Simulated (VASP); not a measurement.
PbS: single point with r2SCAN-based global hybrid

The system is PbS.

```
Pb S
1.0
     0.00000    2.96500    2.96500
     2.96500    0.00000    2.96500
     2.96500    2.96500    0.00000
Pb S
1 1
Direct
  0.50000 0.50000 0.50000
  0.00000 0.00000 0.00000
```

```
Program                            : VASP 6.6.1
Task                               : single point
Functional                         : r2SCAN-based global hybrid
Potentials or basis                : VASP PAW PBE potentials, release 64 (Pb_d, S)
Cutoff                             : 520 eV
k mesh                             : 4 × 4 × 4
Occupations                        : gaussian, width 0.05 eV
Spin                               : no spin polarisation
Dipole correction                  : no
Grid for exact exchange (PRECFOCK) : Normal
Share of exact exchange            : 0.15
Further INCAR settings             : ALGO = Normal; EDIFF = 1e-06; NBANDS = 17
```

```yaml
Pressure: 1.0 GPa
Band_gap_on_the_k_mesh: 1.24 eV, direct
```

Levels at points of the mesh, in eV from the valence-band top:
```
           k point  band 7  band 8  band 9  band 10  band 11  band 12  band 13  band 14
(0.00, 0.00, 0.00)   -6.37   -2.55   -2.55    -2.55     6.42     6.42     6.42     7.90
(0.50, 0.00, 0.00)   -9.63   -2.13   -2.13     0.00     1.24     2.86     2.86     9.97
(0.50, 0.50, 0.00)   -7.71   -5.80   -3.91    -3.91     4.80     6.90     6.98     6.98
```

Wall time 4.1 min on 1 thread of Intel(R) Xeon(R) Platinum 8488C (Sapphire Rapids), with other jobs on the host, peak memory 0.2 GiB.

Caveat: the k points lie up to 0.46 Å⁻¹ apart; the PAW data sets were made with another functional, which shifts forces and pressure a little; spin-orbit coupling is left out, which moves the levels of the heavy elements. A k mesh can miss the band edges.
